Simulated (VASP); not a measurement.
# LiBe4: single point with PBE

Crystal: LiBe4.

```xyz
5
Lattice="3.0916 -3.8888 0.0000 3.0916 3.8888 0.0000 0.0000 0.0000 2.2308" Properties=species:S:1:pos:R:3 pbc="T T T"
Li    3.0916    0.0000    1.1154
Be    3.0916   -2.2889    1.1154
Be    1.0270    0.0000    0.0000
Be    5.1561    0.0000    0.0000
Be    3.0916    2.2889    1.1154
```

The cell was generated, and may not be a known phase.

```yaml
Program: VASP 6.6.1
Task: single point
Functional: PBE
Potentials_or_basis: VASP PAW PBE potentials, release 64 (Li_sv, Be)
Cutoff: 750 eV
k_mesh: 4 × 4 × 7
Occupations: gaussian, width 0.2 eV
Spin: no spin polarisation
Dipole_correction: no
Further_INCAR_settings: ALGO = Normal; EDIFF = 1e-06; NBANDS = 14
```

```
Pressure               : 0.3 GPa
Largest force          : 0.025 eV/Å
Band gap on the k mesh : zero (an odd number of electrons rules out a gap without spin polarisation)
```

Forces on the atoms (eV/Å):
```
Li   0.000  0.000  0.000
Be   0.000 -0.010  0.000
Be   0.025  0.000  0.000
Be  -0.025  0.000  0.000
Be   0.000  0.010  0.000
```

Stress tensor (GPa, compression positive):
```
0.28 0.00 0.00
0.00 0.38 0.00
0.00 0.00 0.27
```

Levels at points of the mesh, in eV from the Fermi level:
| k point | band 1 | band 2 | band 3 | band 4 | band 5 | band 6 | band 7 | band 8 | band 9 | band 10 |
| --- | --- | --- | --- | --- | --- | --- | --- | --- | --- | --- |
| (0.00, 0.00, 0.00) | -45.63 | -8.74 | -3.70 | -3.52 | -3.05 | -2.81 | -1.43 | 1.98 | 3.41 | 7.20 |
| (0.50, 0.00, 0.00) | -45.63 | -8.30 | -6.05 | -3.43 | -3.11 | -1.38 | 0.65 | 1.53 | 3.84 | 7.06 |
| (0.50, 0.50, 0.00) | -45.63 | -7.86 | -6.27 | -5.01 | -3.46 | 0.61 | 1.67 | 2.25 | 3.61 | 7.26 |

It took 41 s on 1 thread of Intel Xeon 8259CL, with other jobs on the host, peak memory 0.21 GiB.

Caveat: the k points lie up to 0.40 Å⁻¹ apart, too coarse for converged energies and pressures of a metal.
